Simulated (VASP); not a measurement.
A run of VASP 6.6.1 is set up as follows.

INCAR

```
SYSTEM = Ga
ALGO = Normal ; EDIFF = 1E-7
ENCUT = 520 ; GGA = PE
ISIF = 2 ; ISMEAR = 0
LASPH = .TRUE. ; LCHARG = .TRUE.
LELF = .TRUE. ; LREAL = .FALSE.
LVHAR = .TRUE. ; LWAVE = .FALSE.
NBANDS = 12 ; NELM = 80
PREC = Accurate ; SIGMA = 0.023
```

The input KPOINTS:

```
k-points
0
G
  13 13 13
  0 0 0
```

File POSCAR:

```
Ga
1.0
   -1.3843987196      1.3843987196      2.3112238365
    1.3843987196     -1.3843987196      2.3112238365
    1.3843987196      1.3843987196     -2.3112238365
Ga
1
Direct
    0.0000000000      0.0000000000      0.0000000000
```

Potentials or basis: VASP PAW PBE potentials, release 64 (Ga_d).

Command:

```sh
$ cat potpaw_PBE.64/Ga_d/POTCAR > POTCAR
$ mpirun -np 1 vasp_std > vasp.out
```

Problem. Estimate the pressure.

Solution. 3.6 GPa.

Stress tensor (GPa, compression positive):
```
3.61 0.00 0.00
0.00 3.61 0.00
0.00 0.00 3.52
```
